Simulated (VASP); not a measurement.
# NaF (Fm-3m) in VASP: dielectric tensor with r2SCAN

Aim: the dielectric tensor of NaF with r2SCAN.

Program: VASP 6.6.1. These are calculated values, not measurements. Logs are shortened: lines on timing, memory, paths and dates and some standing lists are left out, and cuts for length are marked.

### 1 The cell of the first run

It takes space group Fm-3m (No. 225, cubic). Conventional cell: a = 4.594 Å, b = 4.594 Å, c = 4.594 Å, α = 90.00°, β = 90.00°, γ = 90.00°. Na (site symmetry m-3m) has 6 F at 2.30 Å within 3.0 Å. F (site symmetry m-3m) has 6 Na at 2.30 Å within 3.0 Å.

### 2 Dielectric tensor, r2SCAN

The input, INCAR:

```
PREC = Accurate
ENCUT = 520
EDIFF = 1E-8
ISMEAR = 0
SIGMA = 0.01
LREAL = F
LASPH = T
NELM = 60
ALGO = Normal
ISIF = 2
LWAVE = F
LCHARG = F
METAGGA = R2SCAN
LMIXTAU = T
LCALCEPS = T
```

The input, KPOINTS:

```
regular mesh
0
Gamma
  8 8 8
```

The input, POSCAR:

```
NaF
1.0
    0.0000000000      2.2972497876      2.2972497876
    2.2972497876      0.0000000000      2.2972497876
    2.2972497876      2.2972497876      0.0000000000
Na F
1 1
Direct
    0.0000000000      0.0000000000      0.0000000000
    0.5000000000      0.5000000000      0.5000000000
```

Potentials or basis: VASP PAW PBE potentials, release 64 (Na_pv, F).

The run is started by

```console
> cat potpaw_PBE.64/Na_pv/POTCAR potpaw_PBE.64/F/POTCAR > POTCAR
> mpirun -np 1 vasp_std > vasp.out
```

OUTCAR:

```text
PREC = Accurate
   ENCUT = 520
   EDIFF = 1E-8
   ISMEAR = 0
   LREAL = F
   LASPH = T
   NELM = 60
   ISIF = 2
   METAGGA = R2SCAN

 ion  position               nearest neighbor table
   1  0.000  0.000  0.000-   2 2.30   2 2.30   2 2.30   2 2.30   2 2.30   2 2.30
   2  0.500  0.500  0.500-   1 2.30   1 2.30   1 2.30   1 2.30   1 2.30   1 2.30

  LATTYP: Found a face centered cubic cell.
 ALAT       =     4.5944995752

  Lattice vectors:

 A1 = (   0.0000000000,   2.2972497876,   2.2972497876)
 A2 = (   2.2972497876,   0.0000000000,   2.2972497876)
 A3 = (   2.2972497876,   2.2972497876,   0.0000000000)

Analysis of symmetry for initial positions (statically):
=====================================================================
 Subroutine PRICEL returns:
 Original cell was already a primitive cell.

 Routine SETGRP: Setting up the symmetry group for a
 face centered cubic supercell.

 Subroutine GETGRP returns: Found 48 space group operations
 (whereof 48 operations were pure point group operations)
 out of a pool of 48 trial point group operations.

The static configuration has the point symmetry O_h .

Analysis of symmetry for dynamics (positions and initial velocities):
=====================================================================
 Subroutine PRICEL returns:
 Original cell was already a primitive cell.

 Routine SETGRP: Setting up the symmetry group for a
 face centered cubic supercell.

 Subroutine GETGRP returns: Found 48 space group operations
 (whereof 48 operations were pure point group operations)
 out of a pool of 48 trial point group operations.

The dynamic configuration has the point symmetry O_h .

 Subroutine INISYM returns: Found 48 space group operations
 (whereof 48 operations are pure point group operations),
 and found     1 'primitive' translations

----------------------------------------------------------------------------------------

                                     Primitive cell

  volume of cell :      24.2468

  direct lattice vectors                    reciprocal lattice vectors
     0.000000000  2.297249788  2.297249788    -0.217651560  0.217651560  0.217651560
     2.297249788  0.000000000  2.297249788     0.217651560 -0.217651560  0.217651560
     2.297249788  2.297249788  0.000000000     0.217651560  0.217651560 -0.217651560

  length of vectors
     3.248801806  3.248801806  3.248801806     0.376983560  0.376983560  0.376983560

  position of ions in fractional coordinates (direct lattice)
     0.000000000  0.000000000  0.000000000
     0.500000000  0.500000000  0.500000000

  ion indices of the primitive-cell ions
   primitive index   ion index
                 1           1
                 2           2

----------------------------------------------------------------------------------------

 KPOINTS: regular mesh

Automatic generation of k-mesh.
 Grid dimensions read from file:
 generate k-points for:    8    8    8

 Generating k-lattice:

  Cartesian coordinates                     Fractional coordinates (reciprocal lattice)
    -0.027206445  0.027206445  0.027206445     0.125000000  0.000000000  0.000000000
     0.027206445 -0.027206445  0.027206445     0.000000000  0.125000000  0.000000000
     0.027206445  0.027206445 -0.027206445     0.000000000  0.000000000  0.125000000

  Length of vectors
     0.047122945  0.047122945  0.047122945

  Shift w.r.t. Gamma in fractional coordinates (k-lattice)
     0.000000000  0.000000000  0.000000000

 Subroutine IBZKPT returns following result:
 ===========================================

 Found     29 irreducible k-points:

 Following reciprocal coordinates:
            Coordinates               Weight
  0.000000  0.000000  0.000000      1.000000
  0.125000  0.000000  0.000000      8.000000
  0.250000  0.000000  0.000000      8.000000
  0.375000  0.000000  0.000000      8.000000
  0.500000  0.000000  0.000000      4.000000
  0.125000  0.125000  0.000000      6.000000
[... 16 lines left out ...]
  0.500000  0.250000  0.125000     48.000000
 -0.375000  0.250000  0.125000     24.000000
 [... further k-points ...]
   k-points           NKPTS =     29   k-points in BZ     NKDIM =     29   number of bands    NBANDS=     11
   number of dos      NEDOS =    301   number of ions     NIONS =      2
   total plane-waves  NPLWV =  13824
   dimension x,y,z NGX =    24 NGY =   24 NGZ =   24
   dimension x,y,z NGXF=    48 NGYF=   48 NGZF=   48
   ions per type =               1   1
   NGX,Y,Z   is equivalent  to a cutoff of  12.28, 12.28, 12.28 a.u.
   NGXF,Y,Z  is equivalent  to a cutoff of  24.56, 24.56, 24.56 a.u.
 SYSTEM =  unknown system
   PREC   = accura    normal or accurate (medium, high low for compatibility)
   ISTART =      0    job   : 0-new  1-cont  2-samecut
   ICHARG =      2    charge: 1-file 2-atom 10-const
   ISPIN  =      1    spin polarized calculation?
   LNONCOLLINEAR =      F non collinear calculations
   LSORBIT =      F    spin-orbit coupling
   LASPH  =      T    aspherical Exc in radial PAW
   ENCUT  =  520.0 eV  38.22 Ry    6.18 a.u.   6.04  6.04  6.04*2*pi/ulx,y,z
   NELM   =     60;   NELMIN=  2; NELMDL= -5     # of ELM steps
   EDIFF  = 0.1E-07   stopping-criterion for ELM
   LREAL  =      F    real-space projection
   EDIFFG = 0.1E-06   stopping-criterion for IOM
   NSW    =      0    number of steps for IOM
   IBRION =     -1    ionic relax: 0-MD 1-quasi-New 2-CG
   NFREE  =      0    steps in history (QN), initial steepest desc. (CG)
   ISIF   =      2    stress and relaxation
   ISYM   =      2    0-nonsym 1-usesym 2-fastsym
   POTIM  = 0.5000    time-step for ionic-motion
   TEBEG  =    0.0;   TEEND  =   0.0 temperature during run
   PSTRESS=    0.0 pullay stress
   NELECT =      14.0000    total number of electrons
   NUPDOWN=      -1.0000    fix difference up-down
   EMIN   =  10.00;   EMAX   =-10.00  energy-range for DOS
   EFERMI =   0.00;   METHOD = LEGACY
   ISMEAR =     0;   SIGMA  =   0.01  broadening in eV -4-tet -1-fermi 0-gaus
   EFERMI_NEDOS =   21; number of points for ismear=-14 and -15
   IALGO  =     38    algorithm
   IMIX   =      4    mixing-type and parameters
     AMIX     =   0.40;   BMIX     =  1.00
     AMIX_MAG =   1.60;   BMIX_MAG =  1.00
  volume/ion in A,a.u.               =      12.12        81.81
  Fermi-wavevector in a.u.,A,eV,Ry     =   1.363220  2.576112 25.284643  1.858369
  Thomas-Fermi vector in A             =   2.489642
   LORBIT       =      0    0 simple, 1 ext, 2 COOP (PROOUT), +10 PAW based schemes
   METAGGA = R2SCAN    functional components
   LHFCALC =     F    Hartree Fock is set to
   AEXX    =    0.0000 exact exchange contribution
   IVDW    =     0    specifies the selected vdW correction
   LEPSILON=     F    determine dielectric tensor
   LRPA    =     F    only Hartree local field effects (RPA)
   LRPA       =     F
 non-spin polarized calculation
 Gauss-broadening in eV      SIGMA  =   0.01
  energy-cutoff  :      520.00
  volume of cell :       24.25
 maximum number of plane-waves:       666
   NGX = 13   NGY = 13   NGZ = 13

 Total electronic dipole moment: p[elc]=(     0.00000    -0.00000    -0.00000 ) |e| Angst

 number of electron      13.9999992 magnetization

 Free energy of the ion-electron system (eV)
  ---------------------------------------------------
  ext. energy  EPLUGINS =         0.00000000
  ---------------------------------------------------
  free energy    TOTEN  =       -12.60301857 eV

  energy without entropy =      -12.60301857  energy(sigma->0) =      -12.60301857

 E-fermi :  -2.5471     XC(G=0):  -9.9094

 val. band max:       -2.6144432515   @ k =   0.0000   0.0000   0.0000
 cond. band min:   10000.0000000000   @ k =   0.0000   0.0000   0.0000
 fundamental gap:  10002.6144432515
 Fermi energy:        -2.5471020268

 k-point     1 :       0.0000    0.0000    0.0000
  band No.  band energies     occupation
      1     -22.9536      2.00000
      2     -22.0375      2.00000
      3     -22.0371      2.00000
      4     -22.0371      2.00000
      5      -2.6145      2.00000
      6      -2.6144      2.00000
      7      -2.6144      2.00000
      8   10000.0000      0.00000
      9   10000.0000      0.00000
     10   10000.0000      0.00000
     11   10000.0000      0.00000
[... 309 lines left out ...]
 k-point    24 :      -0.3750    0.2500    0.1250
  band No.  band energies     occupation
      1     -23.1730      2.00000
      2     -22.0930      2.00000
      3     -22.0692      2.00000
      4     -21.6524      2.00000
      5      -3.9401      2.00000
      6      -3.2129      2.00000
      7      -2.9725      2.00000
      8   10000.0000      0.00000
      9   10000.0000      0.00000
     10   10000.0000      0.00000
     11   10000.0000      0.00000

 [... further k-points ...]

------------------------ aborting loop because EDIFF is reached ----------------------------------------

            Ionic dipole moment: p[ion]=(   -16.08075   -16.08075   -16.08075 ) |e| Angst

 Total electronic dipole moment: p[elc]=(     0.00000     0.00000     0.00107 ) |e| Angst

 MACROSCOPIC STATIC DIELECTRIC TENSOR (including local field effects)
 ------------------------------------------------------
           1.801428     0.000000     0.000000
          -0.000000     1.801428     0.000000
          -0.000000    -0.000000     1.801428
 ------------------------------------------------------

 PIEZOELECTRIC TENSOR (including local field effects) (e Angst)
          XX          YY          ZZ          XY          YZ          ZX
  --------------------------------------------------------------------------------
  x     0.00000     0.00000     0.00000     0.00000     0.00000     0.00000
  y     0.00000     0.00000     0.00000     0.00000     0.00000     0.00000
  z     0.00000     0.00000     0.00000     0.00000     0.00000     0.00000

 PIEZOELECTRIC TENSOR (including local field effects) (C/m^2)
          XX          YY          ZZ          XY          YZ          ZX
  --------------------------------------------------------------------------------
  x     0.00000     0.00000     0.00000     0.00000     0.00000     0.00000
  y     0.00000     0.00000     0.00000     0.00000     0.00000     0.00000
  z     0.00000     0.00000     0.00000     0.00000     0.00000     0.00000

 BORN EFFECTIVE CHARGES (including local field effects) (in |e|, cummulative output)
 ---------------------------------------------------------------------------------
 ion    1
    1     0.97856    -0.00000    -0.00000
    2     0.00000     0.97856    -0.00000
    3    -0.00000     0.00000     0.97856
 ion    2
    1    -0.97856     0.00000     0.00000
    2    -0.00000    -0.97856     0.00000
    3     0.00000    -0.00000    -0.97856

  FORCE on cell =-STRESS in cart. coord.  units (eV):
  Direction    XX          YY          ZZ          XY          YZ          ZX
  --------------------------------------------------------------------------------------
  -------------------------------------------------------------------------------------
  Total       -0.1354902     -0.1354902     -0.1354902      0.0000000      0.0000000     -0.0000000
  in kB       -8.9528999     -8.9528999     -8.9528999      0.0000000      0.0000000     -0.0000000
  external PRESSURE =      -8.9528999 kB  Pullay stress =       0.0000000 kB

 VOLUME and BASIS-vectors are now :
 -----------------------------------------------------------------------------
  energy-cutoff  :      520.00
  volume of cell :       24.25
      direct lattice vectors                 reciprocal lattice vectors
     0.000000000  2.297249788  2.297249788    -0.217651560  0.217651560  0.217651560
     2.297249788  0.000000000  2.297249788     0.217651560 -0.217651560  0.217651560
     2.297249788  2.297249788  0.000000000     0.217651560  0.217651560 -0.217651560

 POSITION                                       TOTAL-FORCE (eV/Angst)
 -----------------------------------------------------------------------------------
      0.00000      0.00000      0.00000         0.000000     -0.000000     -0.000000
      2.29725      2.29725      2.29725         0.000000      0.000000      0.000000
 -----------------------------------------------------------------------------------
    total drift:                                0.000000     -0.000000      0.000000

  FREE ENERGIE OF THE ION-ELECTRON SYSTEM (eV)
  ---------------------------------------------------
  free  energy   TOTEN  =       -12.6030185707 eV

  energy  without entropy=      -12.6030185707  energy(sigma->0) =      -12.60301857
```

It took 19 min on 1 thread of Intel Xeon Platinum 8259CL at 2.50GHz (Skylake/Cascade Lake), shared host; peak memory 0.3 GiB.

What came out:

| Item | Value |
| --- | --- |
| Band gap on the k mesh | 7.32 eV |
| Electronic dielectric tensor (diagonal) | 1.80 |
| Born charges (mean of the diagonal) | Na +0.98; F -0.98 e |

Levels at points of the mesh, in eV from the valence-band top:
```
           k point  band 3  band 4  band 5  band 6  band 7  band 8  band 9  band 10  band 11
(0.00, 0.00, 0.00)  -19.42  -19.42    0.00    0.00    0.00    7.32   19.97    19.97    19.97
(0.50, 0.00, 0.00)  -19.43  -18.90   -1.61   -0.28   -0.28   11.80   13.64    21.70    21.70
(0.50, 0.50, 0.00)  -19.48  -19.48   -1.30   -0.41   -0.41   14.01   14.29    15.11    21.46
```

Electronic dielectric tensor:
```
1.80 0.00 0.00
0.00 1.80 0.00
0.00 0.00 1.80
```

Born effective charge tensors (e):
atom 1, Na
```
0.98 0.00 0.00
0.00 0.98 0.00
0.00 0.00 0.98
```
atom 2, F
```
-0.98  0.00  0.00
 0.00 -0.98  0.00
 0.00  0.00 -0.98
```

Dipole moments of the cell (e·Å, modulo the quantum): ionic -16.081, -16.081, -16.081; electronic 0.000, 0.000, 0.001

Caveat: the PAW data sets were made with another functional, which shifts forces and pressure a little.

The gap in the log of VASP goes by the Fermi energy; the results here count the filled bands.